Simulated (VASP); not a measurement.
Wanted: the native input for a VASP 6.6.1 run.

```yaml
Task: electric field gradients
Functional: PBE
Potentials_or_basis: VASP PAW PBE potentials, release 64 (Pt, Se)
Cutoff: 520 eV
k_mesh: 13 × 13 × 8
Occupations: fermi-dirac, width 0.05 eV
Spin: no spin polarisation
Dipole_correction: no
Further_INCAR_settings: ALGO = Normal; EDIFF = 1e-08; NBANDS = 18
```

The structure of PtSe2 lies in POSCAR:

```
PtSe2
1.0
    3.7240006046      0.0000000000      0.0000000000
   -1.8620003023      3.2250791273      0.0000000000
    0.0000000000      0.0000000000      5.0620000000
Pt Se
1 2
Direct
    0.0000000000      0.0000000000      0.0000000000
    0.3333333333      0.6666666667      0.2500000000
    0.6666666667      0.3333333333      0.7500000000
```

One way to write it, as run:

INCAR

```
SYSTEM = PtSe2
ALGO     = Normal         ! electronic algorithm
EDIFF    = 1E-8           ! SCF threshold, eV
ENCUT    = 520            ! plane-wave cutoff, eV
GGA      = PE             ! functional
ISIF     = 2              ! what is computed and relaxed
ISMEAR   = -1             ! smearing method
LASPH    = .TRUE.         ! aspherical terms in the spheres
LCHARG   = .FALSE.        ! write CHGCAR
LEFG     = .TRUE.       
LREAL    = .FALSE.        ! projectors in reciprocal space
LWAVE    = .FALSE.        ! write WAVECAR
NBANDS   = 18             ! bands
NELM     = 100            ! most SCF steps
PREC     = Accurate       ! precision mode
SIGMA    = 0.05           ! smearing width, eV
```

KPOINTS

```
k-points
0
G
  13 13 8
  0 0 0
```

Potentials or basis: VASP PAW PBE potentials, release 64 (Pt, Se).

The run is started by

```bash
$ cat potpaw_PBE.64/Pt/POTCAR potpaw_PBE.64/Se/POTCAR > POTCAR
$ mpirun -np 1 vasp_std > vasp.out
```

It gave:

```
Pressure               : 7.3 GPa
Largest force          : 0.572 eV/Å
Band gap on the k mesh : zero (band 11 reaches 6.94 eV, above the bottom of band 12 at 6.48 eV)
```

Caveat: without QUAD_EFG the Cq values of the log hold for a quadrupole moment of 1 mb, not for the nuclei; spin-orbit coupling is left out, which moves the levels of the heavy elements.

Run time: 2.5 min on 1 thread of AMD EPYC 7R43 64-Core Processor (Zen 3) (shared host), peak memory 0.26 GiB.
